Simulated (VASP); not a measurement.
# LiB2C2 (P-3m1) in VASP: single point with PBE

Aim: the single point of LiB2C2 with PBE.

Program: VASP 6.6.1. These are calculated values, not measurements. Logs are shortened: lines on timing, memory, paths and dates and some standing lists are left out, and cuts for length are marked.

## Step 1: The cell of the first run

It takes space group P-3m1 (No. 164, trigonal). The conventional cell has a = 2.715 Å, b = 2.715 Å, c = 7.118 Å, α = 90.00°, β = 90.00°, γ = 120.00°. Within 3.1 Å of Li (site symmetry -3m) lie 6 C at 2.33 Å and 6 B at 2.37 Å and 6 Li at 2.71 Å. Within 2.1 Å of B (site symmetry 3m) lie 3 C at 1.57 Å. C (site symmetry 3m) has 3 B at 1.57 Å within 2.1 Å.

## Step 2: Single point, PBE

The input, INCAR:

```
ALGO = Normal ; EDIFF = 1E-6
ENCUT = 520 ; GGA = PE
ISIF = 2 ; ISMEAR = 0
LASPH = True ; LCHARG = False
LREAL = False ; LWAVE = False
NBANDS = 16 ; NELM = 60
PREC = Accurate ; SIGMA = 0.15
```

The input, KPOINTS:

```
k-points
0
Gamma
  8 8 3
```

The input, POSCAR:

```
LiB2C2
1.0
    2.7146400000      0.0000000000      0.0000000000
   -1.3573200000      2.3509500000      0.0000000000
    0.0000000000      0.0000000000      7.1180500000
Li B C
1 2 2
Direct
    0.0000000000      0.0000000000      0.5000000000
    0.3333333333      0.6666666667      0.7498100000
    0.6666666667      0.3333333333      0.2501900000
    0.3333333333      0.6666666667      0.2582200000
    0.6666666667      0.3333333333      0.7417800000
```

Potentials or basis: VASP PAW PBE potentials, release 64 (Li_sv, B, C).

The run is started by

```
cat potpaw_PBE.64/Li_sv/POTCAR potpaw_PBE.64/B/POTCAR potpaw_PBE.64/C/POTCAR > POTCAR
mpirun -np 1 vasp_std > vasp.out
```

OUTCAR:

```text
EDIFF = 1E-6
   ENCUT = 520
   GGA = PE
   ISIF = 2
   ISMEAR = 0
   LASPH = True
   LREAL = False
   NELM = 60
   PREC = Accurate

 ion  position               nearest neighbor table
   1  0.000  0.000  0.500-   4 2.33   5 2.33   5 2.33   4 2.33   5 2.33   4 2.33   2 2.37   3 2.37
                             2 2.37   3 2.37   3 2.37   2 2.37
   2  0.333  0.667  0.750-   5 1.57   5 1.57   5 1.57   1 2.37   1 2.37   1 2.37
   3  0.667  0.333  0.250-   4 1.57   4 1.57   4 1.57   1 2.37   1 2.37   1 2.37
   4  0.333  0.667  0.258-   3 1.57   3 1.57   3 1.57   1 2.33   1 2.33   1 2.33
   5  0.667  0.333  0.742-   2 1.57   2 1.57   2 1.57   1 2.33   1 2.33   1 2.33

  LATTYP: Found a hexagonal cell.
 ALAT       =     2.7146400000
 C/A-ratio  =     2.6220972210

  Lattice vectors:

 A1 = (   2.7146400000,   0.0000000000,   0.0000000000)
 A2 = (  -1.3573200000,   2.3509500000,   0.0000000000)
 A3 = (   0.0000000000,   0.0000000000,   7.1180500000)

Analysis of symmetry for initial positions (statically):
=====================================================================
 Subroutine PRICEL returns:
 Original cell was already a primitive cell.

 Routine SETGRP: Setting up the symmetry group for a
 hexagonal supercell.

 Subroutine GETGRP returns: Found 12 space group operations
 (whereof 12 operations were pure point group operations)
 out of a pool of 24 trial point group operations.

The static configuration has the point symmetry D_3d.

Analysis of symmetry for dynamics (positions and initial velocities):
=====================================================================
 Subroutine PRICEL returns:
 Original cell was already a primitive cell.

 Routine SETGRP: Setting up the symmetry group for a
 hexagonal supercell.

 Subroutine GETGRP returns: Found 12 space group operations
 (whereof 12 operations were pure point group operations)
 out of a pool of 24 trial point group operations.

The dynamic configuration has the point symmetry D_3d.

 Subroutine INISYM returns: Found 12 space group operations
 (whereof 12 operations are pure point group operations),
 and found     1 'primitive' translations

----------------------------------------------------------------------------------------

                                     Primitive cell

  volume of cell :      45.4273

  direct lattice vectors                    reciprocal lattice vectors
     2.714640000  0.000000000  0.000000000     0.368372970  0.212679980  0.000000000
[... 91 lines left out ...]
   EDIFF  = 0.1E-05   stopping-criterion for ELM
   LREAL  =      F    real-space projection
   EDIFFG = 0.1E-04   stopping-criterion for IOM
   NSW    =      0    number of steps for IOM
   IBRION =     -1    ionic relax: 0-MD 1-quasi-New 2-CG
   NFREE  =      0    steps in history (QN), initial steepest desc. (CG)
   ISIF   =      2    stress and relaxation
   ISYM   =      2    0-nonsym 1-usesym 2-fastsym
   POTIM  = 0.5000    time-step for ionic-motion
   TEBEG  =    0.0;   TEEND  =   0.0 temperature during run
   PSTRESS=    0.0 pullay stress
   NELECT =      17.0000    total number of electrons
   NUPDOWN=      -1.0000    fix difference up-down
   EMIN   =  10.00;   EMAX   =-10.00  energy-range for DOS
   EFERMI =   0.00;   METHOD = LEGACY
   ISMEAR =     0;   SIGMA  =   0.15  broadening in eV -4-tet -1-fermi 0-gaus
   EFERMI_NEDOS =   21; number of points for ismear=-14 and -15
   IALGO  =     38    algorithm
   IMIX   =      4    mixing-type and parameters
     AMIX     =   0.40;   BMIX     =  1.00
     AMIX_MAG =   1.60;   BMIX_MAG =  1.00
  volume/ion in A,a.u.               =       9.09        61.31
  Fermi-wavevector in a.u.,A,eV,Ry     =   1.179738  2.229382 18.936341  1.391782
  Thomas-Fermi vector in A             =   2.316043
   LORBIT       =      0    0 simple, 1 ext, 2 COOP (PROOUT), +10 PAW based schemes
   GGA     = PE    functional components
   LHFCALC =     F    Hartree Fock is set to
   AEXX    =    0.0000 exact exchange contribution
   IVDW    =     0    specifies the selected vdW correction
   LEPSILON=     F    determine dielectric tensor
   LRPA    =     F    only Hartree local field effects (RPA)
 non-spin polarized calculation
 Gauss-broadening in eV      SIGMA  =   0.15
  energy-cutoff  :      520.00
  volume of cell :       45.43
 maximum number of plane-waves:      1235
   NGX = 11   NGY = 11   NGZ = 27

 number of electron      17.0000001 magnetization

 Free energy of the ion-electron system (eV)
  ---------------------------------------------------
  ext. energy  EPLUGINS =         0.00000000
  ---------------------------------------------------
  free energy    TOTEN  =       -33.78695883 eV

  energy without entropy =      -33.75884255  energy(sigma->0) =      -33.77290069

 E-fermi :   2.7283     XC(G=0): -10.0360

 val. band max:        2.6870743323   @ k =   0.2500   0.2500   0.3333
 cond. band min:       2.7366613245   @ k =   0.1250  -0.0000   0.3333
 fundamental gap:      0.0495869923
 Fermi energy:         2.7282684928

 k-point     1 :       0.0000    0.0000    0.0000
  band No.  band energies     occupation
      1     -42.1581      2.00000
      2     -11.1542      2.00000
      3     -10.8829      2.00000
      4      -2.4983      2.00000
      5      -0.5771      2.00000
      6       3.2522      0.00000
[... 433 lines left out ...]
      3      -7.6705      2.00000
      4      -3.0974      2.00000
      5      -2.8993      2.00000
      6      -1.6633      2.00000
[... 8 lines left out ...]
     15      14.7038      0.00000
     16      15.1658      0.00000

 [... further k-points ...]
[... 5 lines left out ...]
  --------------------------------------------------------------------------------------
  -------------------------------------------------------------------------------------
  Total        0.0890028      0.0890030     -0.1500664      0.0000000      0.0000000     -0.0000000
  in kB        3.1390462      3.1390537     -5.2927009      0.0000000      0.0000000     -0.0000000
  external PRESSURE =       0.3284663 kB  Pullay stress =       0.0000000 kB

 VOLUME and BASIS-vectors are now :
 -----------------------------------------------------------------------------
  energy-cutoff  :      520.00
  volume of cell :       45.43
      direct lattice vectors                 reciprocal lattice vectors
     2.714640000  0.000000000  0.000000000     0.368372970  0.212679980  0.000000000
    -1.357320000  2.350950000  0.000000000     0.000000000  0.425359961  0.000000000
     0.000000000  0.000000000  7.118050000     0.000000000  0.000000000  0.140487915

 POSITION                                       TOTAL-FORCE (eV/Angst)
 -----------------------------------------------------------------------------------
      0.00000      0.00000      3.55903         0.000000      0.000000     -0.000000
     -0.00000      1.56730      5.33719         0.000000     -0.000000     -0.040813
      1.35732      0.78365      1.78086        -0.000000      0.000000      0.040813
     -0.00000      1.56730      1.83802         0.000000      0.000000      0.024631
      1.35732      0.78365      5.28003        -0.000000     -0.000000     -0.024631
 -----------------------------------------------------------------------------------
    total drift:                               -0.000000     -0.000000     -0.000000

  FREE ENERGIE OF THE ION-ELECTRON SYSTEM (eV)
  ---------------------------------------------------
  free  energy   TOTEN  =       -33.7869588307 eV

  energy  without entropy=      -33.7588425510  energy(sigma->0) =      -33.77290069
```

OSZICAR:

```text
N       E                     dE             d eps       ncg     rms          rms(c)
DAV:   1     0.539260484290E+02    0.53926E+02   -0.75215E+03   800   0.998E+02
DAV:   2    -0.307559716447E+02   -0.84682E+02   -0.78150E+02  1088   0.224E+02
DAV:   3    -0.367757875649E+02   -0.60198E+01   -0.59842E+01  1512   0.466E+01
DAV:   4    -0.368791842056E+02   -0.10340E+00   -0.10337E+00  1056   0.645E+00
DAV:   5    -0.368812544680E+02   -0.20703E-02   -0.20702E-02  1224   0.769E-01    0.891E+00
DAV:   6    -0.343634034999E+02    0.25179E+01   -0.27286E+00  1104   0.888E+00    0.450E+00
DAV:   7    -0.337929832647E+02    0.57042E+00   -0.11413E+00  1152   0.613E+00    0.161E+00
DAV:   8    -0.337842778062E+02    0.87055E-02   -0.10069E-01  1064   0.188E+00    0.521E-01
DAV:   9    -0.337862126917E+02   -0.19349E-02   -0.57179E-03  1072   0.506E-01    0.113E-01
DAV:  10    -0.337868211410E+02   -0.60845E-03   -0.72439E-04  1064   0.165E-01    0.407E-02
DAV:  11    -0.337869563254E+02   -0.13518E-03   -0.41284E-04   968   0.120E-01    0.319E-02
DAV:  12    -0.337869589407E+02   -0.26153E-05   -0.29835E-05  1144   0.332E-02    0.758E-03
DAV:  13    -0.337869588307E+02    0.11001E-06   -0.52288E-06  1112   0.131E-02
   1 F= -.33786959E+02 E0= -.33772901E+02  d E =-.281163E-01
```

stdout:

```text
POSCAR found type information on POSCAR LiB C
 POSCAR found :  3 types and       5 ions
 scaLAPACK will be used
 LDA part: xc-table for (Slater+PW92), standard interpolation
 POSCAR, INCAR and KPOINTS ok, starting setup
 FFT: planning ... GRIDC
 FFT: planning ... GRID_SOFT
 FFT: planning ... GRID
 WAVECAR not read
 entering main loop
```

Wall time 15 s (1 thread of AMD EPYC 7R43 (Zen 3), shared host); peak memory 0.12 GiB.

What came out:

* Free energy: -33.7870 eV
* Largest force: 0.041 eV/Å

Forces in eV/Å, atoms in the order of the input:
```
Li   0.000  0.000  0.000
B    0.000  0.000 -0.041
B    0.000  0.000  0.041
C    0.000  0.000  0.025
C    0.000  0.000 -0.025
```

Levels at points of the mesh, in eV from the Fermi level:
| k point | band 5 | band 6 | band 7 | band 8 | band 9 | band 10 | band 11 | band 12 |
| --- | --- | --- | --- | --- | --- | --- | --- | --- |
| (0.00, 0.00, 0.00) | -3.31 | 0.52 | 0.52 | 0.59 | 0.59 | 5.02 | 9.79 | 9.79 |
| (0.50, 0.00, 0.00) | -7.40 | -2.31 | -2.17 | -1.52 | 0.61 | 3.09 | 4.48 | 7.57 |

Caveat: the cutoff is under 1.25 times the usual one of these potentials, so pressure, stress and relaxed cells hold a basis-set (Pulay) error.
